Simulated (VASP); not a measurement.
## Te2Mo: single point with LDA

System: Te2Mo, a slab with vacuum.

```xyz
6
Lattice="6.2748 0.0000 0.0049 0.0000 3.3592 0.0000 -0.0565 0.0000 36.1272" Properties=species:S:1:pos:R:3 pbc="T T T"
Te    2.6808    2.5194   19.5364
Te    3.5375    0.8398   16.5958
Te    5.7542    0.8398   20.1094
Te    0.4641    2.5194   16.0228
Mo    1.1185    0.8398   17.9824
Mo    5.0998    2.5194   18.1497
```

| Property | Result |
| --- | --- |
| Program | VASP 6.6.1 |
| Task | single point |
| Functional | LDA |
| Potentials or basis | VASP PAW LDA potentials, release 64 (Te, Mo_sv) |
| Cutoff | 520 eV |
| k mesh | 4 × 8 × 1 |
| Occupations | fermi-dirac, width 0.05 eV |
| Spin | no spin polarisation |
| Dipole correction | no |
| Further INCAR settings | ALGO = Normal; EDIFF = 1e-06; NBANDS = 35 |

```yaml
Largest_force: 0.054 eV/Å
Band_gap_on_the_k_mesh: zero (bands 26 and 27 overlap by 0.52 eV)
```

Forces in eV/Å, atoms in the order of the input:
```
Te   0.003  0.000  0.041
Te  -0.003  0.000 -0.041
Te   0.000  0.000  0.054
Te   0.000  0.000 -0.054
Mo   0.023  0.000  0.003
Mo  -0.023  0.000 -0.003
```

Levels at points of the mesh, in eV from the Fermi level:
| k point | band 23 | band 24 | band 25 | band 26 | band 27 | band 28 | band 29 | band 30 |
| --- | --- | --- | --- | --- | --- | --- | --- | --- |
| (0.00, 0.00, 0.00) | -1.14 | -0.47 | -0.39 | 0.44 | 0.53 | 1.28 | 1.70 | 2.11 |
| (0.50, 0.00, 0.00) | -1.50 | -0.96 | -0.72 | -0.50 | -0.08 | 1.41 | 1.42 | 1.90 |
| (0.00, 0.50, 0.00) | -1.74 | -1.74 | -1.49 | -1.49 | 1.19 | 1.19 | 1.59 | 1.59 |
| (0.50, 0.50, 0.00) | -1.78 | -1.78 | -0.90 | -0.90 | 1.20 | 1.20 | 1.86 | 1.86 |

Wall time 7.2 min on 1 thread of AMD EPYC 9R45 96-Core Processor (Zen 5), with other jobs on the host, peak memory 0.71 GiB.

Caveat: spin-orbit coupling is left out, which moves the levels of the heavy elements.
